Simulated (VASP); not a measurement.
# HfH3 (Pm-3m) in VASP: a series of runs, part 2 of 2

VASP 6.6.1. Earlier steps stand in the parts before.

### Step 6. Relaxation of cell and atoms, PBEsol

This run uses another cell than the first one, of 7.15 Å³/atom.

INCAR reads:

```
SYSTEM = HfH3
ALGO = Normal ; EDIFF = 1E-6
EDIFFG = -0.02 ; ENCUT = 600
GGA = PS ; IBRION = 2
ISIF = 3 ; ISMEAR = -1
LASPH = .True. ; LCHARG = .False.
LREAL = .False. ; LWAVE = .False.
NELM = 80 ; NSW = 80
PREC = Accurate ; SIGMA = 0.1
```

KPOINTS reads:

```
k-points
0
Gamma
  15 15 15
  0 0 0
```

POSCAR reads:

```
HfH3
1.0
    3.0585960526      0.0000000000      0.0000000000
    0.0000000000      3.0585960526      0.0000000000
    0.0000000000      0.0000000000      3.0585960526
Hf H
1 3
Direct
    0.0000000000      0.0000000000      0.0000000000
    0.0000000000      0.5000000000      0.5000000000
    0.5000000000      0.0000000000      0.5000000000
    0.5000000000      0.5000000000      0.0000000000
```

Potentials or basis: VASP PAW PBE potentials, release 64 (Hf_pv, H).

The run is started by

```sh
cat potpaw_PBE.64/Hf_pv/POTCAR potpaw_PBE.64/H/POTCAR > POTCAR
mpirun -np 1 vasp_std > vasp.out
```

OUTCAR:

```text
SYSTEM = HfH3
   EDIFF = 1E-6
   EDIFFG = -0.02
   ENCUT = 600
   GGA = PS
   IBRION = 2
   ISIF = 3
   ISMEAR = -1
   LASPH = .True.
   LREAL = .False.
   NELM = 80
   NSW = 80
   PREC = Accurate

 ion  position               nearest neighbor table
   1  0.000  0.000  0.000-   2 2.16   3 2.16   4 2.16   2 2.16   3 2.16   2 2.16   4 2.16   2 2.16
                             3 2.16   4 2.16   3 2.16   4 2.16
   2  0.000  0.500  0.500-   1 2.16   1 2.16   1 2.16   1 2.16
   3  0.500  0.000  0.500-   1 2.16   1 2.16   1 2.16   1 2.16
   4  0.500  0.500  0.000-   1 2.16   1 2.16   1 2.16   1 2.16

  LATTYP: Found a simple cubic cell.
 ALAT       =     3.0585960526

  Lattice vectors:

 A1 = (   3.0585960526,   0.0000000000,   0.0000000000)
 A2 = (   0.0000000000,   3.0585960526,   0.0000000000)
 A3 = (   0.0000000000,   0.0000000000,   3.0585960526)

Analysis of symmetry for initial positions (statically):
=====================================================================
 Subroutine PRICEL returns:
 Original cell was already a primitive cell.

 Routine SETGRP: Setting up the symmetry group for a
 simple cubic supercell.

 Subroutine GETGRP returns: Found 48 space group operations
 (whereof 48 operations were pure point group operations)
 out of a pool of 48 trial point group operations.

The static configuration has the point symmetry O_h .

Analysis of symmetry for dynamics (positions and initial velocities):
=====================================================================
 Subroutine PRICEL returns:
 Original cell was already a primitive cell.

 Routine SETGRP: Setting up the symmetry group for a
 simple cubic supercell.

 Subroutine GETGRP returns: Found 48 space group operations
 (whereof 48 operations were pure point group operations)
 out of a pool of 48 trial point group operations.

The dynamic configuration has the point symmetry O_h .

 Subroutine INISYM returns: Found 48 space group operations
[... 181 lines left out ...]
  free  energy   TOTEN  =       -21.6385338815 eV

  energy  without entropy=      -21.6115409230  energy(sigma->0) =      -21.62503740

--------------------------------------- Ionic step        2  -------------------------------------------

 number of electron      13.0000006 magnetization

 Free energy of the ion-electron system (eV)
  ---------------------------------------------------
  ext. energy  EPLUGINS =         0.00000000
  ---------------------------------------------------
  free energy    TOTEN  =       -21.63881828 eV

  energy without entropy =      -21.61186029  energy(sigma->0) =      -21.62533929

 E-fermi :   5.0406     XC(G=0): -11.6062

 val. band max:        4.9965474596   @ k =   0.4000   0.2000   0.2000
 cond. band min:       5.0487965383   @ k =   0.3333   0.2667   0.1333
 fundamental gap:      0.0522490787
 Fermi energy:         5.0405765710

 k-point     1 :       0.0000    0.0000    0.0000
  band No.  band energies     occupation
      1     -25.7182      2.00000
      2     -25.7182      2.00000
      3     -25.7182      2.00000
      4      -6.6702      2.00000
      5       0.5076      2.00000
      6       0.5076      2.00000
      7       9.6811      0.00000
      8       9.6811      0.00000
      9       9.6811      0.00000
     10      11.6049      0.00000
[... 287 lines left out ...]
 k-point    24 :       0.3333    0.2000    0.0000
  band No.  band energies     occupation
      1     -26.2151      2.00000
      2     -25.9081      2.00000
      3     -25.6523      2.00000
      4      -3.8865      2.00000
      5      -0.0843      2.00000
      6       1.6630      2.00000
      7       4.9728      1.32633
      8       6.9699      0.00000
      9       8.5228      0.00000
     10       9.4889      0.00000

 [... further k-points ...]

------------------------ aborting loop because EDIFF is reached ----------------------------------------

  FORCE on cell =-STRESS in cart. coord.  units (eV):
  Direction    XX          YY          ZZ          XY          YZ          ZX
  --------------------------------------------------------------------------------------
  -------------------------------------------------------------------------------------
  Total       -0.0178335     -0.0178335     -0.0178335      0.0000000      0.0000000     -0.0000000
  in kB       -1.0025638     -1.0025638     -1.0025638      0.0000000      0.0000000     -0.0000000
  external PRESSURE =      -1.0025638 kB  Pullay stress =       0.0000000 kB

 VOLUME and BASIS-vectors are now :
 -----------------------------------------------------------------------------
  energy-cutoff  :      600.00
  volume of cell :       28.50
      direct lattice vectors                 reciprocal lattice vectors
     3.054537193 -0.000000000  0.000000000     0.327381838  0.000000000  0.000000000
    -0.000000000  3.054537193  0.000000000     0.000000000  0.327381838 -0.000000000
    -0.000000000  0.000000000  3.054537193    -0.000000000 -0.000000000  0.327381838

 POSITION                                       TOTAL-FORCE (eV/Angst)
 -----------------------------------------------------------------------------------
      0.00000      0.00000      0.00000         0.000000     -0.000000      0.000000
     -0.00000      1.52727      1.52727        -0.000000      0.000000      0.000000
      1.52727     -0.00000      1.52727        -0.000000      0.000000      0.000000
      1.52727      1.52727      0.00000        -0.000000      0.000000      0.000000
 -----------------------------------------------------------------------------------
    total drift:                               -0.000000      0.000000     -0.000000

  FREE ENERGIE OF THE ION-ELECTRON SYSTEM (eV)
  ---------------------------------------------------
  free  energy   TOTEN  =       -21.6388182838 eV

  energy  without entropy=      -21.6118602938  energy(sigma->0) =      -21.62533929

 reached required accuracy - stopping structural energy minimisation
```

OSZICAR:

```text
N       E                     dE             d eps       ncg     rms          rms(c)
DAV:   1     0.143823360554E+02    0.14382E+02   -0.76734E+03  2400   0.130E+03
DAV:   2    -0.217196450149E+02   -0.36102E+02   -0.34932E+02  3042   0.202E+02
[... 12 lines left out ...]
DAV:   1    -0.216395449290E+02   -0.10115E-02   -0.18028E-02  2482   0.134E+00    0.262E-01
DAV:   2    -0.216389611986E+02    0.58373E-03   -0.96832E-04  2566   0.307E-01    0.149E-01
DAV:   3    -0.216388245218E+02    0.13668E-03   -0.44478E-04  2680   0.191E-01    0.161E-01
DAV:   4    -0.216388274897E+02   -0.29679E-05   -0.11151E-05  2806   0.373E-02    0.181E-01
DAV:   5    -0.216388186107E+02    0.88790E-05   -0.13126E-05  2842   0.274E-02    0.289E-02
DAV:   6    -0.216388182838E+02    0.32694E-06   -0.18824E-06  2274   0.882E-03
   2 F= -.21638818E+02 E0= -.21625339E+02  d E =-.284402E-03
```

It took 52 s on 1 thread of Intel Xeon 8259CL, shared host; peak memory 0.18 GiB.

What came out:

- Free energy: -21.6388 eV
- Relaxed volume: 7.12 Å³/atom
- Relaxed cell: a = 3.055 Å, b = 3.055 Å, c = 3.055 Å, α = 90.00°, β = 90.00°, γ = 90.00°
- Space group after relaxing (to 0.1 Å): Pm-3m (No. 221)
- Energy gained by relaxing: 0.1 meV/atom
- Ionic steps: 2
- Pressure after relaxing: -0.1 GPa
- Band gap on the k mesh: zero (an odd number of electrons rules out a gap without spin polarisation)

Step by step:
| step | energy change (eV) | largest force (eV/Å) | pressure (GPa) | volume (Å³) |
| --- | --- | --- | --- | --- |
| 1 | 0.0000 | 0.0000 | -0.62 | 28.61 |
| 2 | -0.0003 | 0.0000 | -0.10 | 28.50 |

Final structure:
```
CELL_PARAMETERS angstrom
3.05454 0.00000 0.00000
0.00000 3.05454 0.00000
0.00000 0.00000 3.05454
ATOMIC_POSITIONS crystal
Hf 0.00000 0.00000 0.00000
H 0.00000 0.50000 0.50000
H 0.50000 0.00000 0.50000
H 0.50000 0.50000 0.00000
```

Levels at points of the mesh, in eV from the Fermi level:
```csv
k point,band 2,band 3,band 4,band 5,band 6,band 7,band 8,band 9,band 10
"(0.00, 0.00, 0.00)",-30.76,-30.76,-11.71,-4.53,-4.53,4.64,4.64,4.64,6.56
```

Caveat: the PAW data sets were made with another functional, which shifts forces and pressure a little; spin-orbit coupling is left out, which moves the levels of the heavy elements.

### Step 7. The runs side by side

| task | cell | cutoff (eV) | gap on the mesh (eV) | pressure (GPa) |
| --- | --- | --- | --- | --- |
| single point | a = 3.038 Å, 4 atoms | 520 | none | 2.3 |
| single point | a = 3.059 Å, 4 atoms | 520 | none | -0.8 |
| single point | a = 3.079 Å, 4 atoms | 520 | none | -3.5 |
| relaxation of cell and atoms | relaxed from a = 3.059 Å, 4 atoms | 600 | none | -0.1 |

Alike in all rows: level PBEsol; potentials or basis VASP PAW PBE potentials, release 64 (Hf_pv, H); no spin polarisation; k mesh 15 × 15 × 15; smearing fermi-dirac 0.1 eV.

Caveats: the PAW data sets were made with another functional, which shifts forces and pressure a little; spin-orbit coupling is left out, which moves the levels of the heavy elements; the cell stands under tension (at least some runs).

Total energies depend on the potentials used, so only differences within one code and one set of settings carry meaning.
